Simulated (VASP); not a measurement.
Wanted: the native input for a VASP 6.6.1 run.

```yaml
Task: single point
Functional: LDA
Potentials_or_basis: VASP PAW LDA potentials, release 64 (Si, C)
Cutoff: 520 eV
k_mesh: 16 × 16 × 16
Occupations: gaussian, width 0.02 eV
Spin: no spin polarisation
Dipole_correction: no
Further_INCAR_settings: ALGO = Normal; EDIFF = 1e-06; NBANDS = 11
```

The structure of SiC lies in POSCAR:

```
SiC
1.0
    0.0000000000      2.1645323767      2.1645323767
    2.1645323767      0.0000000000      2.1645323767
    2.1645323767      2.1645323767      0.0000000000
Si C
1 1
Direct
    0.7500000000      0.7500000000      0.7500000000
    0.0000000000      0.0000000000      0.0000000000
```

These files were run (other wordings do the same):

INCAR

```
ALGO = Normal ; EDIFF = 1E-6
ENCUT = 520 ; ISIF = 2
ISMEAR = 0 ; LASPH = True
LCHARG = False ; LREAL = False
LWAVE = False ; NBANDS = 11
NELM = 100 ; PREC = Accurate
SIGMA = 0.02
```

KPOINTS

```
k-points
0
Gamma
  16 16 16
```

Potentials or basis: VASP PAW LDA potentials, release 64 (Si, C).

Command:

```console
$ cat potpaw_LDA.64/Si/POTCAR potpaw_LDA.64/C/POTCAR > POTCAR
$ mpirun -np 1 vasp_std > vasp.out
```

It gave:

The pressure is 0.4 GPa and the band gap on the k mesh is 1.29 eV (least direct gap 4.52 eV).

Wall time 21 s on 1 thread of AMD EPYC 7R13, on a shared host, peak memory 0.12 GiB.
